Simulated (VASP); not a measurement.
Input of a VASP 6.6.1 run:

INCAR

```
PREC     = Accurate       # precision mode
ENCUT    = 520            # plane-wave cutoff, eV
EDIFF    = 1E-7           # SCF threshold, eV
ISMEAR   = 0              # smearing method
SIGMA    = 0.1            # smearing width, eV
LREAL    = False          # projectors in reciprocal space
LASPH    = True           # aspherical terms in the spheres
NELM     = 80             # most SCF steps
ALGO     = Fast           # electronic algorithm
ISIF     = 2              # what is computed and relaxed
LWAVE    = False          # write WAVECAR
LCHARG   = False          # write CHGCAR
GGA      = PE             # functional
NBANDS   = 21             # bands
```

The input KPOINTS:

```
Automatic mesh
0
Gamma
  24 24 24
```

The input POSCAR:

```
Ru
1.0
    1.3521876859      0.7806859244      4.6086716380
   -1.3521876859      0.7806859244      4.6086716380
    0.0000000000     -1.5613718488      4.6086716380
Ru
2
Direct
    0.0916959065      0.0916959065      0.0916959065
    0.9083040935      0.9083040935      0.9083040935
```

Potentials or basis: VASP PAW PBE potentials, release 64 (Ru_pv).

Launch:

```console
$ cat potpaw_PBE.64/Ru_pv/POTCAR > POTCAR
$ mpirun -np 1 vasp_std > vasp.out
```

Task: Estimate the pressure.

Result: 0.0 GPa.

Task: What does it give for the largest force?

Result: 0.004 eV/Å.

Task: Predict the band gap on the k mesh.

Result: Zero (band 14 reaches 13.25 eV, above the bottom of band 15 at 10.86 eV).

Forces on the atoms (eV/Å):
```
Ru   0.000  0.000 -0.004
Ru   0.000  0.000  0.004
```
